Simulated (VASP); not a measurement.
# Ag (Fm-3m) in VASP: further runs

Runs on Ag. Level: BLYP. Tasks: single point.

Everything below comes from runs of VASP 6.6.1. Logs are shortened: lines on timing, memory, paths and dates and some standing lists are left out, and cuts for length are marked.

**1. The cell of the first run**

It takes space group Fm-3m (No. 225, cubic). Conventional cell: a = 4.141 Å, b = 4.141 Å, c = 4.141 Å, α = 90.00°, β = 90.00°, γ = 90.00°. Ag (site symmetry m-3m) has 12 Ag at 2.93 Å within 3.9 Å.

**2. Single point, BLYP (volume scaled by 0.92)**

File INCAR:

```
SYSTEM = Ag
PREC = Accurate
ENCUT = 520
EDIFF = 1E-7
ISMEAR = -1
SIGMA = 0.1
LREAL = .False.
LASPH = .True.
NELM = 100
ALGO = Normal
ISIF = 2
LWAVE = .False.
LCHARG = .True.
GGA = B5
ALDAX = 1.0
AGGAX = 1.0
AGGAC = 1.0
ALDAC = 0.0
LELF = .True.
LVHAR = .True.
NBANDS = 12
```

File KPOINTS:

```
regular mesh
0
Gamma
  21 21 21
  0 0 0
```

File POSCAR:

```
Ag
1.0
    0.0000000000      2.0706185142      2.0706185142
    2.0706185142      0.0000000000      2.0706185142
    2.0706185142      2.0706185142      0.0000000000
Ag
1
Direct
    0.0000000000      0.0000000000      0.0000000000
```

Potentials or basis: VASP PAW PBE potentials, release 64 (Ag).

The run is started by

```
> cat potpaw_PBE.64/Ag/POTCAR > POTCAR
> mpirun -np 1 vasp_std > vasp.out
```

OUTCAR:

```text
SYSTEM = Ag
   PREC = Accurate
   ENCUT = 520
   EDIFF = 1E-7
   ISMEAR = -1
   LREAL = .False.
   LASPH = .True.
   NELM = 100
   ISIF = 2
   GGA = B5

 ion  position               nearest neighbor table
   1  0.000  0.000  0.000-

  LATTYP: Found a face centered cubic cell.
 ALAT       =     4.1412370284

  Lattice vectors:

 A1 = (   0.0000000000,   2.0706185142,   2.0706185142)
 A2 = (   2.0706185142,   0.0000000000,   2.0706185142)
 A3 = (   2.0706185142,   2.0706185142,   0.0000000000)

Analysis of symmetry for initial positions (statically):
=====================================================================
 Subroutine PRICEL returns:
 Original cell was already a primitive cell.

 Routine SETGRP: Setting up the symmetry group for a
 face centered cubic supercell.

 Subroutine GETGRP returns: Found 48 space group operations
 (whereof 48 operations were pure point group operations)
 out of a pool of 48 trial point group operations.

The static configuration has the point symmetry O_h .

Analysis of symmetry for dynamics (positions and initial velocities):
=====================================================================
 Subroutine PRICEL returns:
 Original cell was already a primitive cell.

 Routine SETGRP: Setting up the symmetry group for a
 face centered cubic supercell.

 Subroutine GETGRP returns: Found 48 space group operations
 (whereof 48 operations were pure point group operations)
 out of a pool of 48 trial point group operations.

The dynamic configuration has the point symmetry O_h .

 Subroutine INISYM returns: Found 48 space group operations
 (whereof 48 operations are pure point group operations),
 and found     1 'primitive' translations

----------------------------------------------------------------------------------------

                                     Primitive cell

  volume of cell :      17.7554

  direct lattice vectors                    reciprocal lattice vectors
     0.000000000  2.070618514  2.070618514    -0.241473742  0.241473742  0.241473742
     2.070618514  0.000000000  2.070618514     0.241473742 -0.241473742  0.241473742
     2.070618514  2.070618514  0.000000000     0.241473742  0.241473742 -0.241473742

  length of vectors
     2.928296785  2.928296785  2.928296785     0.418244789  0.418244789  0.418244789

  position of ions in fractional coordinates (direct lattice)
     0.000000000  0.000000000  0.000000000

  ion indices of the primitive-cell ions
   primitive index   ion index
                 1           1

----------------------------------------------------------------------------------------

 KPOINTS: regular mesh

Automatic generation of k-mesh.
 Grid dimensions read from file:
 generate k-points for:   21   21   21

 Generating k-lattice:

  Cartesian coordinates                     Fractional coordinates (reciprocal lattice)
    -0.011498750  0.011498750  0.011498750     0.047619048  0.000000000  0.000000000
     0.011498750 -0.011498750  0.011498750     0.000000000  0.047619048  0.000000000
     0.011498750  0.011498750 -0.011498750     0.000000000  0.000000000  0.047619048

  Length of vectors
     0.019916419  0.019916419  0.019916419

  Shift w.r.t. Gamma in fractional coordinates (k-lattice)
     0.000000000  0.000000000  0.000000000

 Subroutine IBZKPT returns following result:
 ===========================================

 Found    286 irreducible k-points:

 Following reciprocal coordinates:
            Coordinates               Weight
  0.000000  0.000000  0.000000      1.000000
  0.047619  0.000000  0.000000      8.000000
  0.095238  0.000000  0.000000      8.000000
  0.142857  0.000000  0.000000      8.000000
  0.190476  0.000000  0.000000      8.000000
  0.238095  0.000000  0.000000      8.000000
[... 16 lines left out ...]
 -0.428571  0.047619  0.000000     24.000000
 -0.380952  0.047619  0.000000     24.000000
 [... further k-points ...]
   k-points           NKPTS =    286   k-points in BZ     NKDIM =    286   number of bands    NBANDS=     12
   number of dos      NEDOS =    301   number of ions     NIONS =      1
   total plane-waves  NPLWV =  13824
   dimension x,y,z NGX =    24 NGY =   24 NGZ =   24
   dimension x,y,z NGXF=    48 NGYF=   48 NGZF=   48
   ions per type =               1
   NGX,Y,Z   is equivalent  to a cutoff of  13.63, 13.63, 13.63 a.u.
   NGXF,Y,Z  is equivalent  to a cutoff of  27.25, 27.25, 27.25 a.u.
 SYSTEM =  Ag
   PREC   = accura    normal or accurate (medium, high low for compatibility)
   ISTART =      0    job   : 0-new  1-cont  2-samecut
   ICHARG =      2    charge: 1-file 2-atom 10-const
   ISPIN  =      1    spin polarized calculation?
   LNONCOLLINEAR =      F non collinear calculations
   LSORBIT =      F    spin-orbit coupling
   LASPH  =      T    aspherical Exc in radial PAW
   ENCUT  =  520.0 eV  38.22 Ry    6.18 a.u.   5.44  5.44  5.44*2*pi/ulx,y,z
   NELM   =    100;   NELMIN=  2; NELMDL= -5     # of ELM steps
   EDIFF  = 0.1E-06   stopping-criterion for ELM
   LREAL  =      F    real-space projection
   EDIFFG = 0.1E-05   stopping-criterion for IOM
   NSW    =      0    number of steps for IOM
   IBRION =     -1    ionic relax: 0-MD 1-quasi-New 2-CG
   NFREE  =      0    steps in history (QN), initial steepest desc. (CG)
   ISIF   =      2    stress and relaxation
   ISYM   =      2    0-nonsym 1-usesym 2-fastsym
   POTIM  = 0.5000    time-step for ionic-motion
   TEBEG  =    0.0;   TEEND  =   0.0 temperature during run
   PSTRESS=    0.0 pullay stress
   NELECT =      11.0000    total number of electrons
   NUPDOWN=      -1.0000    fix difference up-down
   EMIN   =  10.00;   EMAX   =-10.00  energy-range for DOS
   EFERMI =   0.00;   METHOD = LEGACY
   ISMEAR =    -1;   SIGMA  =   0.10  broadening in eV -4-tet -1-fermi 0-gaus
   EFERMI_NEDOS =   21; number of points for ismear=-14 and -15
   IALGO  =     38    algorithm
   IMIX   =      4    mixing-type and parameters
     AMIX     =   0.40;   BMIX     =  1.00
     AMIX_MAG =   1.60;   BMIX_MAG =  1.00
  volume/ion in A,a.u.               =      17.76       119.82
  Fermi-wavevector in a.u.,A,eV,Ry     =   1.395604  2.637310 26.500222  1.947711
  Thomas-Fermi vector in A             =   2.519040
   LORBIT       =      0    0 simple, 1 ext, 2 COOP (PROOUT), +10 PAW based schemes
   GGA     = B5    functional components
   LHFCALC =     F    Hartree Fock is set to
   AEXX    =    0.0000 exact exchange contribution
   IVDW    =     0    specifies the selected vdW correction
   LEPSILON=     F    determine dielectric tensor
   LRPA    =     F    only Hartree local field effects (RPA)
 non-spin polarized calculation
  energy-cutoff  :      520.00
  volume of cell :       17.76
 maximum number of plane-waves:       531
 NGX is ok and might be reduce to    24
   NGX = 11   NGY = 11   NGZ = 11

 number of electron      11.0000000 magnetization

 Free energy of the ion-electron system (eV)
  ---------------------------------------------------
  ext. energy  EPLUGINS =         0.00000000
  ---------------------------------------------------
  free energy    TOTEN  =        -2.06317572 eV

  energy without entropy =       -2.05263329  energy(sigma->0) =       -2.05790451

 E-fermi :   8.4827     XC(G=0): -11.3954

 val. band max:        8.4445080460   @ k =  -0.3333   0.1905   0.0476
 cond. band min:       8.5114750927   @ k =   0.4762   0.3333   0.0476
 fundamental gap:      0.0669670467
 Fermi energy:         8.4827031301

 k-point     1 :       0.0000    0.0000    0.0000
  band No.  band energies     occupation
      1       0.9836      2.00000
      2       3.6438      2.00000
      3       3.6438      2.00000
      4       3.6438      2.00000
      5       4.6027      2.00000
      6       4.6027      2.00000
      7      24.6023      0.00000
      8      27.6965      0.00000
      9      27.6965      0.00000
     10      27.6965      0.00000
     11      32.9703      0.00000
     12      33.3944      0.00000

 k-point     2 :       0.0476    0.0000    0.0000
  band No.  band energies     occupation
      1       1.0527      2.00000
      2       3.6291      2.00000
      3       3.6627      2.00000
      4       3.6627      2.00000
      5       4.5958      2.00000
      6       4.5958      2.00000
      7      24.6102      0.00000
      8      27.0815      0.00000
      9      27.7153      0.00000
     10      27.7153      0.00000
     11      32.8255      0.00000
     12      33.3224      0.00000

 k-point     3 :       0.0952    0.0000    0.0000
  band No.  band energies     occupation
      1       1.2542      2.00000
      2       3.5929      2.00000
      3       3.7137      2.00000
      4       3.7137      2.00000
      5       4.5800      2.00000
      6       4.5800      2.00000
      7      24.4386      0.00000
      8      25.9290      0.00000
      9      27.7591      0.00000
     10      27.7591      0.00000
     11      32.0418      0.00000
     12      33.0685      0.00000
[... 286 lines left out ...]
 k-point    23 :      -0.4286    0.0476    0.0000
  band No.  band energies     occupation
      1       2.2549      2.00000
      2       3.6251      2.00000
      3       3.6677      2.00000
      4       5.2163      2.00000
      5       5.2667      2.00000
      6       7.7808      1.99821
      7      12.5586      0.00000
      8      23.8579      0.00000
      9      25.2148      0.00000
     10      25.9376      0.00000
     11      30.9637      0.00000
     12      31.2348      0.00000

 k-point    24 :      -0.3810    0.0476    0.0000
  band No.  band energies     occupation
      1       2.2988      2.00000
      2       3.6660      2.00000
      3       3.7015      2.00000
      4       5.1056      2.00000
      5       5.1352      2.00000
      6       6.7849      2.00000
      7      13.9719      0.00000
      8      23.9984      0.00000
      9      25.3656      0.00000
     10      26.4993      0.00000
     11      30.8426      0.00000
     12      31.1828      0.00000

 [... further k-points ...]
[... 5 lines left out ...]
  --------------------------------------------------------------------------------------
  -------------------------------------------------------------------------------------
  Total        0.8251748      0.8251748      0.8251748     -0.0000000      0.0000000      0.0000000
  in kB       74.4605574     74.4605574     74.4605574     -0.0000000      0.0000000      0.0000000
  external PRESSURE =      74.4605574 kB  Pullay stress =       0.0000000 kB

 VOLUME and BASIS-vectors are now :
 -----------------------------------------------------------------------------
  energy-cutoff  :      520.00
  volume of cell :       17.76
      direct lattice vectors                 reciprocal lattice vectors
     0.000000000  2.070618514  2.070618514    -0.241473742  0.241473742  0.241473742
     2.070618514  0.000000000  2.070618514     0.241473742 -0.241473742  0.241473742
     2.070618514  2.070618514  0.000000000     0.241473742  0.241473742 -0.241473742

 POSITION                                       TOTAL-FORCE (eV/Angst)
 -----------------------------------------------------------------------------------
      0.00000      0.00000      0.00000         0.000000      0.000000      0.000000
 -----------------------------------------------------------------------------------
    total drift:                               -0.000000      0.000000      0.000000

  FREE ENERGIE OF THE ION-ELECTRON SYSTEM (eV)
  ---------------------------------------------------
  free  energy   TOTEN  =        -2.0631757238 eV

  energy  without entropy=       -2.0526332869  energy(sigma->0) =       -2.05790451
```

Wall time 42 s (1 thread of Intel Xeon Platinum 8488C (Sapphire Rapids), shared host); peak memory 0.19 GiB.

Results:

* Free energy: -2.0632 eV
* Pressure: 7.4 GPa

Caveat: the PAW data sets were made with another functional, which shifts forces and pressure a little.

**3. Single point, BLYP (volume scaled by 0.96)**

File INCAR:

```
SYSTEM = Ag
PREC     = Accurate       ! precision mode
ENCUT    = 520            ! plane-wave cutoff, eV
EDIFF    = 1E-6           ! SCF threshold, eV
ISMEAR   = -1             ! smearing method
SIGMA    = 0.1            ! smearing width, eV
LREAL    = .FALSE.        ! projectors in reciprocal space
LASPH    = .TRUE.         ! aspherical terms in the spheres
NELM     = 80             ! most SCF steps
ALGO     = Normal         ! electronic algorithm
ISIF     = 2              ! what is computed and relaxed
LWAVE    = .FALSE.        ! write WAVECAR
LCHARG   = .FALSE.        ! write CHGCAR
GGA      = B5             ! functional
ALDAX    = 1.0          
AGGAX    = 1.0          
AGGAC    = 1.0          
ALDAC    = 0.0          
NBANDS   = 12             ! bands
```

File KPOINTS:

```
regular mesh
0
G
  21 21 21
  0 0 0
```

File POSCAR:

```
Ag
1.0
    0.0000000000      2.1002027757      2.1002027757
    2.1002027757      0.0000000000      2.1002027757
    2.1002027757      2.1002027757      0.0000000000
Ag
1
Direct
    0.0000000000      0.0000000000      0.0000000000
```

Potentials or basis: VASP PAW PBE potentials, release 64 (Ag).

The run is started by

```
> cat potpaw_PBE.64/Ag/POTCAR > POTCAR
> mpirun -np 1 vasp_std > vasp.out
```

Wall time 42 s (1 thread of Intel Xeon Platinum 8488C (Sapphire Rapids), shared host); peak memory 0.19 GiB.

Results (log left out):

- Free energy: -2.0890 eV
- Pressure: 3.3 GPa

Levels at points of the mesh, in eV from the Fermi level:
```tsv
k point	band 4	band 5	band 6	band 7	band 8	band 9
(0.00, 0.00, 0.00)	-4.69	-3.80	-3.80	16.02	18.85	18.85
```

Caveat: the PAW data sets were made with another functional, which shifts forces and pressure a little.
